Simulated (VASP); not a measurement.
# SiC (F-43m) in VASP: a series of runs

The runs below take SiC through relaxation of cell and atoms, single point, with r2SCAN.

Everything below comes from runs of VASP 6.6.1. Logs are shortened: lines on timing, memory, paths and dates and some standing lists are left out, and cuts for length are marked.

**Measured values to compare with.**

“Insight into the structural, elastic and electronic properties of a new orthorhombic 6O-SiC polytype”, 2020, pmc:7200658 quotes, for a bulk crystal of SiC: band gap 2.4 eV (indirect).

How close the calculation comes is told below.

**1. The cell of the first run**

Symmetry: F-43m, No. 216, cubic system. Conventional cell: a = 4.348 Å, b = 4.348 Å, c = 4.348 Å, α = 90.00°, β = 90.00°, γ = 90.00°. Si (site symmetry -43m) has 4 C at 1.88 Å within 2.5 Å. Within 2.5 Å of C (site symmetry -43m) lie 4 Si at 1.88 Å.

**2. Relaxation of cell and atoms, r2SCAN**

The input, POSCAR:

```
SiC
1.0
    0.0000000000      2.1740000000      2.1740000000
    2.1740000000      0.0000000000      2.1740000000
    2.1740000000      2.1740000000      0.0000000000
Si C
1 1
Direct
    0.0000000000      0.0000000000      0.0000000000
    0.7500000000      0.7500000000      0.7500000000
```

The input, INCAR.step1:

```
SYSTEM = SiC
  PREC = Accurate
  ENCUT = 600
  ISMEAR = 0
  SIGMA = 0.02
  LREAL = .FALSE.
  LASPH = .TRUE.
  NELM = 100
  GGA = PE
  ALGO = Normal
  EDIFF = 1E-4
  LWAVE = .TRUE.
  LCHARG = .FALSE.
```

The input, INCAR.step2:

```
SYSTEM = SiC
  PREC = Accurate
  ENCUT = 600
  EDIFF = 1E-6
  ISMEAR = 0
  SIGMA = 0.02
  LREAL = .FALSE.
  LASPH = .TRUE.
  NELM = 100
  ALGO = Normal
  ISIF = 3
  LWAVE = .FALSE.
  LCHARG = .FALSE.
  METAGGA = R2SCAN
  LMIXTAU = .TRUE.
  IBRION = 2
  NSW = 100
  EDIFFG = -0.005
  ISTART = 1
```

The input, KPOINTS:

```
Automatic mesh
0
G
  12 12 12
  0 0 0
```

Potentials or basis: VASP PAW PBE potentials, release 64 (Si, C).

Run with:

```bash
$ cat potpaw_PBE.64/Si/POTCAR potpaw_PBE.64/C/POTCAR > POTCAR
$ cp INCAR.step1 INCAR
$ mpirun -np 1 vasp_std > vasp.out
$ cp INCAR.step2 INCAR
$ mpirun -np 1 vasp_std > vasp.out
```

OUTCAR:

```text
SYSTEM = SiC
   PREC = Accurate
   ENCUT = 600
   EDIFF = 1E-6
   ISMEAR = 0
   LREAL = .FALSE.
   LASPH = .TRUE.
   NELM = 100
   ISIF = 3
   METAGGA = R2SCAN
   IBRION = 2
   NSW = 100
   EDIFFG = -0.005
   ISTART = 1

 ion  position               nearest neighbor table
   1  0.000  0.000  0.000-   2 1.88   2 1.88   2 1.88   2 1.88
   2  0.750  0.750  0.750-   1 1.88   1 1.88   1 1.88   1 1.88

  LATTYP: Found a face centered cubic cell.
 ALAT       =     4.3480000000

  Lattice vectors:

 A1 = (   0.0000000000,   2.1740000000,   2.1740000000)
 A2 = (   2.1740000000,   0.0000000000,   2.1740000000)
 A3 = (   2.1740000000,   2.1740000000,   0.0000000000)

Analysis of symmetry for initial positions (statically):
=====================================================================
 Subroutine PRICEL returns:
 Original cell was already a primitive cell.

 Routine SETGRP: Setting up the symmetry group for a
 face centered cubic supercell.

 Subroutine GETGRP returns: Found 24 space group operations
 (whereof 24 operations were pure point group operations)
 out of a pool of 48 trial point group operations.

The static configuration has the point symmetry T_d .

Analysis of symmetry for dynamics (positions and initial velocities):
=====================================================================
 Subroutine PRICEL returns:
 Original cell was already a primitive cell.

 Routine SETGRP: Setting up the symmetry group for a
 face centered cubic supercell.

 Subroutine GETGRP returns: Found 24 space group operations
 (whereof 24 operations were pure point group operations)
 out of a pool of 48 trial point group operations.

The dynamic configuration has the point symmetry T_d .

 Subroutine INISYM returns: Found 24 space group operations
 (whereof 24 operations are pure point group operations),
 and found     1 'primitive' translations

----------------------------------------------------------------------------------------

                                     Primitive cell

  volume of cell :      20.5498

  direct lattice vectors                    reciprocal lattice vectors
     0.000000000  2.174000000  2.174000000    -0.229990800  0.229990800  0.229990800
[... 98 lines left out ...]
   NUPDOWN=      -1.0000    fix difference up-down
   EMIN   =  10.00;   EMAX   =-10.00  energy-range for DOS
   EFERMI =   0.00;   METHOD = LEGACY
   ISMEAR =     0;   SIGMA  =   0.02  broadening in eV -4-tet -1-fermi 0-gaus
   EFERMI_NEDOS =   21; number of points for ismear=-14 and -15
   IALGO  =     38    algorithm
   IMIX   =      4    mixing-type and parameters
     AMIX     =   0.40;   BMIX     =  1.00
     AMIX_MAG =   1.60;   BMIX_MAG =  1.00
  volume/ion in A,a.u.               =      10.27        69.34
  Fermi-wavevector in a.u.,A,eV,Ry     =   1.195369  2.258920 19.441458  1.428907
  Thomas-Fermi vector in A             =   2.331336
   LORBIT       =      0    0 simple, 1 ext, 2 COOP (PROOUT), +10 PAW based schemes
   METAGGA = R2SCAN    functional components
   LHFCALC =     F    Hartree Fock is set to
   AEXX    =    0.0000 exact exchange contribution
   IVDW    =     0    specifies the selected vdW correction
   LEPSILON=     F    determine dielectric tensor
   LRPA    =     F    only Hartree local field effects (RPA)
 conjugate gradient relaxation of ions
 non-spin polarized calculation
 Gauss-broadening in eV      SIGMA  =   0.02
  energy-cutoff  :      600.00
  volume of cell :       20.55
 maximum number of plane-waves:       701
 NGX is ok and might be reduce to    28

--------------------------------------- Ionic step        1  -------------------------------------------

 number of electron       8.0000000 magnetization

 Free energy of the ion-electron system (eV)
  ---------------------------------------------------
  ext. energy  EPLUGINS =         0.00000000
  ---------------------------------------------------
  free energy    TOTEN  =       -19.32871238 eV

  energy without entropy =      -19.32871238  energy(sigma->0) =      -19.32871238

------------------------ aborting loop because EDIFF is reached ----------------------------------------

  FORCE on cell =-STRESS in cart. coord.  units (eV):
  Direction    XX          YY          ZZ          XY          YZ          ZX
  --------------------------------------------------------------------------------------
  -------------------------------------------------------------------------------------
  Total        0.1243287      0.1243287      0.1243287      0.0000000      0.0000000     -0.0000000
  in kB        9.6933383      9.6933383      9.6933383      0.0000000      0.0000000     -0.0000000
  external PRESSURE =       9.6933383 kB  Pullay stress =       0.0000000 kB
[... 59 lines left out ...]
--------------------------------------- Ionic step        3  -------------------------------------------

 number of electron       8.0000000 magnetization

 Free energy of the ion-electron system (eV)
  ---------------------------------------------------
  ext. energy  EPLUGINS =         0.00000000
  ---------------------------------------------------
  free energy    TOTEN  =       -19.32897008 eV

  energy without entropy =      -19.32897008  energy(sigma->0) =      -19.32897008

 E-fermi :   8.1021     XC(G=0): -11.9464

 val. band max:        8.0112960600   @ k =   0.0000   0.0000   0.0000
 cond. band min:       9.7355003845   @ k =   0.5000   0.5000   0.0000
 fundamental gap:      1.7242043245
 Fermi energy:         8.1021248980

 k-point     1 :       0.0000    0.0000    0.0000
  band No.  band energies     occupation
      1      -8.1892      2.00000
      2       8.0113      2.00000
      3       8.0113      2.00000
      4       8.0113      2.00000
      5      14.8794      0.00000
      6      15.8817      0.00000
      7      15.8817      0.00000
      8      15.8817      0.00000
[... 243 lines left out ...]
 k-point    24 :      -0.4167    0.1667    0.0000
  band No.  band energies     occupation
      1      -4.2206      2.00000
      2      -0.2787      2.00000
      3       4.8060      2.00000
      4       6.4259      2.00000
      5      13.6900      0.00000
      6      16.4142      0.00000
      7      17.1719      0.00000
      8      20.1234      0.00000

 [... further k-points ...]

------------------------ aborting loop because EDIFF is reached ----------------------------------------

  FORCE on cell =-STRESS in cart. coord.  units (eV):
  Direction    XX          YY          ZZ          XY          YZ          ZX
  --------------------------------------------------------------------------------------
  -------------------------------------------------------------------------------------
  Total        0.0000669      0.0000669      0.0000669      0.0000000      0.0000000     -0.0000000
  in kB        0.0051919      0.0051919      0.0051919      0.0000000      0.0000000     -0.0000000
  external PRESSURE =       0.0051919 kB  Pullay stress =       0.0000000 kB
[... 17 lines left out ...]
  FREE ENERGIE OF THE ION-ELECTRON SYSTEM (eV)
  ---------------------------------------------------
  free  energy   TOTEN  =       -19.3289700832 eV

  energy  without entropy=      -19.3289700832  energy(sigma->0) =      -19.32897008

 reached required accuracy - stopping structural energy minimisation
```

OUTCAR.step1:

```text
SYSTEM = SiC
   PREC = Accurate
   ENCUT = 600
   ISMEAR = 0
   LREAL = .FALSE.
   LASPH = .TRUE.
[... 486 lines left out ...]
      0.00000      0.00000      0.00000         0.000000     -0.000000     -0.000000
      3.26100      3.26100      3.26100        -0.000000      0.000000      0.000000
 -----------------------------------------------------------------------------------
    total drift:                                0.000000      0.000000      0.000000

  FREE ENERGIE OF THE ION-ELECTRON SYSTEM (eV)
  ---------------------------------------------------
  free  energy   TOTEN  =       -15.0557054365 eV

  energy  without entropy=      -15.0557054365  energy(sigma->0) =      -15.05570544
```

OSZICAR.step1:

```text
N       E                     dE             d eps       ncg     rms          rms(c)
DAV:   1     0.651921946579E+01    0.65192E+01   -0.45415E+03  1192   0.955E+02
DAV:   2    -0.165241230308E+02   -0.23043E+02   -0.21409E+02  1704   0.114E+02
DAV:   3    -0.169279548402E+02   -0.40383E+00   -0.40383E+00  1400   0.185E+01
DAV:   4    -0.169291233483E+02   -0.11685E-02   -0.11685E-02  1744   0.108E+00
DAV:   5    -0.169291237535E+02   -0.40519E-06   -0.40519E-06  1400   0.175E-02    0.888E+00
DAV:   6    -0.151192275260E+02    0.18099E+01   -0.76198E+00  1232   0.157E+01    0.391E+00
DAV:   7    -0.150631582452E+02    0.56069E-01   -0.35217E-01  1792   0.421E+00    0.178E+00
DAV:   8    -0.150553067436E+02    0.78515E-02   -0.18913E-02  1200   0.127E+00    0.163E-01
DAV:   9    -0.150555972293E+02   -0.29049E-03   -0.78437E-04  1760   0.244E-01    0.102E-01
DAV:  10    -0.150557047438E+02   -0.10751E-03   -0.20429E-04  1360   0.113E-01    0.221E-02
DAV:  11    -0.150557054365E+02   -0.69273E-06   -0.37800E-05   704   0.389E-02
   1 F= -.15055705E+02 E0= -.15055705E+02  d E =-.859944E-31
```

It took 74 s on 1 thread of Intel Xeon 6975P-C (Granite Rapids), shared host; peak memory 0.16 GiB.

What came out:

```
Free energy                            : -19.3290 eV
Relaxed volume                         : 10.32 Å³/atom
Relaxed cell                           : a = 3.079 Å, b = 3.079 Å, c = 3.079 Å, α = 60.00°, β = 60.00°, γ = 60.00°
Space group after relaxing (to 0.05 Å) : F-43m (No. 216)
Energy gained by relaxing              : 0.1 meV/atom
Ionic steps                            : 3
Pressure after relaxing                : 0.0 GPa
Band gap on the k mesh                 : 1.72 eV, indirect (least direct gap 5.06 eV)
```

Step by step:
```tsv
step	energy change (eV)	largest force (eV/Å)	pressure (GPa)	volume (Å³)
1	0.0000	0.0000	0.97	20.55
2	0.0001	0.0000	-1.08	20.74
3	-0.0003	0.0000	0.00	20.64
```

Final structure:
```xyz
2
Lattice="0.0000 2.1770 2.1770 2.1770 0.0000 2.1770 2.1770 2.1770 0.0000" Properties=species:S:1:pos:R:3 pbc="T T T"
Si    0.0000    0.0000    0.0000
C     3.2656    3.2656    3.2656
```

Levels at points of the mesh, in eV from the valence-band top:
```
           k point  band 2  band 3  band 4  band 5  band 6  band 7
(0.00, 0.00, 0.00)    0.00    0.00    0.00    6.87    7.87    7.87
(0.50, 0.00, 0.00)   -8.83   -1.11   -1.11    6.02    7.76    7.76
(0.50, 0.50, 0.00)   -8.06   -3.34   -3.34    1.72    4.83   15.16
```

Caveat: the PAW data sets were made with another functional, which shifts forces and pressure a little. Zero-point motion and thermal expansion aren't in these numbers.

**3. Single point, r2SCAN**

This run uses another cell than the first one, of 10.33 Å³/atom, 1.006 times its volume.

The input, POSCAR:

```
SiC
1.0
    0.0000000000      2.1781449855      2.1781449855
    2.1781449855      0.0000000000      2.1781449855
    2.1781449855      2.1781449855      0.0000000000
Si C
1 1
Direct
    0.0000000000      0.0000000000      0.0000000000
    0.7500000000      0.7500000000      0.7500000000
```

The input, INCAR.step1:

```
SYSTEM = SiC
PREC = Accurate
ENCUT = 520
ISMEAR = 0
SIGMA = 0.05
LREAL = .FALSE.
LASPH = .TRUE.
NELM = 100
NBANDS = 11
GGA = PE
ALGO = Normal
EDIFF = 1E-4
LWAVE = .TRUE.
LCHARG = .FALSE.
```

The input, INCAR.step2:

```
SYSTEM = SiC
PREC = Accurate
ENCUT = 520
EDIFF = 1E-6
ISMEAR = 0
SIGMA = 0.05
LREAL = .FALSE.
LASPH = .TRUE.
NELM = 100
ALGO = Normal
ISIF = 2
LWAVE = .FALSE.
LCHARG = .TRUE.
METAGGA = R2SCAN
LMIXTAU = .TRUE.
LELF = .TRUE.
LVHAR = .TRUE.
NBANDS = 11
ISTART = 1
```

The input, KPOINTS:

```
regular mesh
0
G
  10 10 10
  0 0 0
```

Potentials or basis: VASP PAW PBE potentials, release 64 (Si, C).

Run with:

```bash
$ cat potpaw_PBE.64/Si/POTCAR potpaw_PBE.64/C/POTCAR > POTCAR
$ cp INCAR.step1 INCAR
$ mpirun -np 1 vasp_std > vasp.out
$ cp INCAR.step2 INCAR
$ mpirun -np 1 vasp_std > vasp.out
```

It took 24 s on 1 thread of AMD EPYC 9R45 (Zen 5), shared host; peak memory 0.11 GiB.

Results (log left out):

```yaml
Free_energy: -19.3270 eV
Pressure: -0.2 GPa
Band_gap_on_the_k_mesh: 1.72 eV, indirect (least direct gap 5.06 eV)
```

Levels at points of the mesh, in eV from the valence-band top:
| k point | band 2 | band 3 | band 4 | band 5 | band 6 | band 7 |
| --- | --- | --- | --- | --- | --- | --- |
| (0.00, 0.00, 0.00) | 0.00 | 0.00 | 0.00 | 6.85 | 7.86 | 7.86 |
| (0.50, 0.00, 0.00) | -8.82 | -1.11 | -1.11 | 6.00 | 7.76 | 7.76 |
| (0.50, 0.50, 0.00) | -8.05 | -3.34 | -3.34 | 1.72 | 4.83 | 15.14 |

Caveat: the PAW data sets were made with another functional, which shifts forces and pressure a little.

**4. Single point, r2SCAN**

This run uses another cell than the first one: it holds 8 atoms, not 2.

The input, POSCAR:

```
SiC
1.0
    4.3562899711      0.0000000000      0.0000000000
    0.0000000000     -4.3562899711      0.0000000000
    0.0000000000      0.0000000000     -4.3562899711
Si C
4 4
Direct
    0.0000000000      0.0000000000      0.0000000000
    0.5000000000      0.5000000000      0.0000000000
    0.5000000000      0.0000000000      0.5000000000
    0.0000000000      0.5000000000      0.5000000000
    0.7500000000      0.7500000000      0.7500000000
    0.2500000000      0.2500000000      0.7500000000
    0.2500000000      0.7500000000      0.2500000000
    0.7500000000      0.2500000000      0.2500000000
```

The input, INCAR.step1:

```
PREC = Accurate
ENCUT = 520
ISMEAR = 0
SIGMA = 0.05
LREAL = False
LASPH = True
NELM = 80
NBANDS = 26
GGA = PE
ALGO = Normal
EDIFF = 1E-4
LWAVE = True
LCHARG = False
```

The input, INCAR.step2:

```
PREC = Accurate
ENCUT = 520
EDIFF = 1E-6
ISMEAR = 0
SIGMA = 0.05
LREAL = False
LASPH = True
NELM = 80
ALGO = Normal
ISIF = 2
LWAVE = False
LCHARG = False
METAGGA = R2SCAN
LMIXTAU = True
NBANDS = 26
ISTART = 1
```

The input, KPOINTS:

```
Automatic mesh
0
Gamma
  6 6 6
```

Run with:

```bash
$ cat potpaw_PBE.64/Si/POTCAR potpaw_PBE.64/C/POTCAR > POTCAR
$ cp INCAR.step1 INCAR
$ mpirun -np 1 vasp_std > vasp.out
$ cp INCAR.step2 INCAR
$ mpirun -np 1 vasp_std > vasp.out
```

Run time: 59 s. Hardware: 1 thread of AMD EPYC 9R45 (Zen 5), shared host; peak memory 0.16 GiB.

Results (log left out):

| Item | Value |
| --- | --- |
| Free energy | -77.3083 eV |
| Pressure | -0.2 GPa |
| Band gap on the k mesh | 1.72 eV |

Levels at points of the mesh, in eV from the valence-band top:
| k point | band 12 | band 13 | band 14 | band 15 | band 16 | band 17 | band 18 | band 19 | band 20 | band 21 |
| --- | --- | --- | --- | --- | --- | --- | --- | --- | --- | --- |
| (0.00, 0.00, 0.00) | -3.34 | -3.34 | 0.00 | 0.00 | 0.00 | 1.72 | 1.72 | 1.72 | 4.83 | 4.83 |
| (0.50, 0.00, 0.00) | -3.51 | -2.02 | -2.02 | -2.02 | -2.02 | 4.54 | 4.54 | 5.73 | 5.73 | 6.91 |
| (0.50, 0.50, 0.00) | -4.48 | -1.24 | -1.24 | -1.24 | -1.24 | 6.07 | 6.07 | 6.07 | 6.07 | 9.49 |
| (0.50, 0.50, 0.50) | -1.11 | -1.11 | -1.11 | -1.11 | -1.11 | 6.00 | 6.00 | 6.00 | 6.00 | 7.76 |

Caveat: the PAW data sets were made with another functional, which shifts forces and pressure a little.

**5. Single point, r2SCAN**

This run uses another cell than the first one: it holds 4 atoms, not 2.

The input, POSCAR:

```
SiC
1.0
    0.0000000000     -2.1781449855     -2.1781449855
    0.0000000000      2.1781449855     -2.1781449855
    4.3562899711      0.0000000000      0.0000000000
Si C
2 2
Direct
    0.5000000000      0.5000000000      0.5000000000
    0.0000000000      0.0000000000      0.0000000000
    0.0000000000      0.5000000000      0.2500000000
    0.5000000000      0.0000000000      0.7500000000
```

The input, INCAR.step1:

```
SYSTEM = SiC
PREC = Accurate
ENCUT = 520
ISMEAR = 0
SIGMA = 0.05
LREAL = .FALSE.
LASPH = .TRUE.
NELM = 100
NBANDS = 16
GGA = PE
ALGO = Normal
EDIFF = 1E-4
LWAVE = .TRUE.
LCHARG = .FALSE.
```

The input, INCAR.step2:

```
SYSTEM = SiC
PREC = Accurate
ENCUT = 520
EDIFF = 1E-6
ISMEAR = 0
SIGMA = 0.05
LREAL = .FALSE.
LASPH = .TRUE.
NELM = 100
ALGO = Normal
ISIF = 2
LWAVE = .FALSE.
LCHARG = .TRUE.
METAGGA = R2SCAN
LMIXTAU = .TRUE.
LELF = .TRUE.
LVHAR = .TRUE.
NBANDS = 16
ISTART = 1
```

The input, KPOINTS:

```
regular mesh
0
G
  10 10 6
  0 0 0
```

Run with:

```bash
$ cat potpaw_PBE.64/Si/POTCAR potpaw_PBE.64/C/POTCAR > POTCAR
$ cp INCAR.step1 INCAR
$ mpirun -np 1 vasp_std > vasp.out
$ cp INCAR.step2 INCAR
$ mpirun -np 1 vasp_std > vasp.out
```

It took 72 s on 1 thread of AMD EPYC 9R45 (Zen 5), shared host; peak memory 0.15 GiB.

Results (log left out):

* Free energy: -38.6541 eV
* Pressure: -0.2 GPa
* Band gap on the k mesh: 1.72 eV

Levels at points of the mesh, in eV from the valence-band top:
```tsv
k point	band 4	band 5	band 6	band 7	band 8	band 9	band 10	band 11	band 12	band 13
(0.00, 0.00, 0.00)	-3.34	-3.34	0.00	0.00	0.00	1.72	4.83	6.85	7.86	7.86
(0.50, 0.00, 0.00)	-6.20	-4.48	-4.48	-1.24	-1.24	6.07	6.07	9.49	9.49	9.70
(0.50, 0.50, 0.00)	-8.05	-3.34	-3.34	-3.34	-3.34	1.72	1.72	4.83	4.83	15.14
(0.00, 0.00, 0.50)	-3.51	-2.02	-2.02	-2.02	-2.02	4.54	4.54	6.91	6.91	11.37
(0.50, 0.00, 0.50)	-8.82	-1.11	-1.11	-1.11	-1.11	6.00	6.00	7.76	7.76	7.76
(0.50, 0.50, 0.50)	-7.24	-5.18	-5.18	-4.81	-4.81	5.73	5.73	10.14	10.14	10.24
```

Caveat: the PAW data sets were made with another functional, which shifts forces and pressure a little. r2SCAN opens gaps a little over a GGA but as a rule still falls short of measured ones.

(Continued in part 2 of 2.)
